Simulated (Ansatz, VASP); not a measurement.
# One calculation of InP, two programs

```
CELL_PARAMETERS angstrom
0.00000 2.93050 2.93050
2.93050 0.00000 2.93050
2.93050 2.93050 0.00000
ATOMIC_POSITIONS crystal
In 0.00000 0.00000 0.00000
P 0.25000 0.25000 0.25000
```

Alike in both runs: task single point; functional PBEsol; k mesh 6 × 6 × 6; no spin polarisation.

|  | VASP | Ansatz |
| --- | --- | --- |
| version | VASP 6.6.1 | Ansatz 0.2.0 |
| potentials or method | VASP PAW PBE potentials, release 64 (In_d, P) | plane waves, PAW |
| plane-wave cutoff (eV) | 520 | 420 |
| occupations | gaussian, width 0.01 eV | fixed |
| valence electrons in the cell | 18 | 18 |

|  | VASP | Ansatz | Ansatz less VASP |
| --- | --- | --- | --- |
| pressure (GPa) | 0.6 | 0.6 | +0.02 |

VASP's potentials were made for PBE, not for PBEsol.
